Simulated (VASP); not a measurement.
Crystal: Cr.

```xyz
1
Lattice="2.3928 0.0000 0.0000 0.0000 2.3928 0.0000 0.0000 0.0000 2.3928" Properties=species:S:1:pos:R:3 pbc="T T T"
Cr    0.0000    0.0000    0.0000
```

This isn't the form of Cr at room conditions, which is bcc.

* Program: VASP 6.6.1
* Task: relaxation of cell and atoms
* Functional: r2SCAN
* Potentials or basis: VASP PAW PBE potentials, release 64 (Cr_pv)
* Cutoff: 600 eV
* k mesh: 8 × 8 × 8
* Occupations: gaussian, width 0.1 eV
* Spin: collinear spin
* Starting moments: [-0.11] μB

At the start: pressure -13.9 GPa; volume 13.70 Å³/atom.

**Question.** How do energy, volume and symmetry change on relaxing?

**Answer.** Over 3 steps the energy falls by 49.1 meV/atom and the volume is 12.67 Å³/atom (-7.5 %); space group Pm-3m (No. 221, to 0.1 Å) before and after; moment 0.00 μB per cell.

The path:
```
step  energy change (eV)  largest force (eV/Å)  pressure (GPa)  volume (Å³)
   1              0.0000                0.0000          -13.91        13.70
   2              0.0354                0.0000           25.03        11.47
   3             -0.0491                0.0000           -0.35        12.67
```

Final structure:
```cif
data_structure
_symmetry_space_group_name_H-M 'P 1'
_symmetry_Int_Tables_number 1
_cell_length_a 2.3315
_cell_length_b 2.3315
_cell_length_c 2.3315
_cell_angle_alpha 90.000
_cell_angle_beta 90.000
_cell_angle_gamma 90.000
_cell_volume 12.67
loop_
_atom_site_label
_atom_site_type_symbol
_atom_site_fract_x
_atom_site_fract_y
_atom_site_fract_z
_atom_site_occupancy
Cr1 Cr 0.00000 0.00000 0.00000 1
```

Caveat: the PAW data sets were made with another functional, which shifts forces and pressure a little.
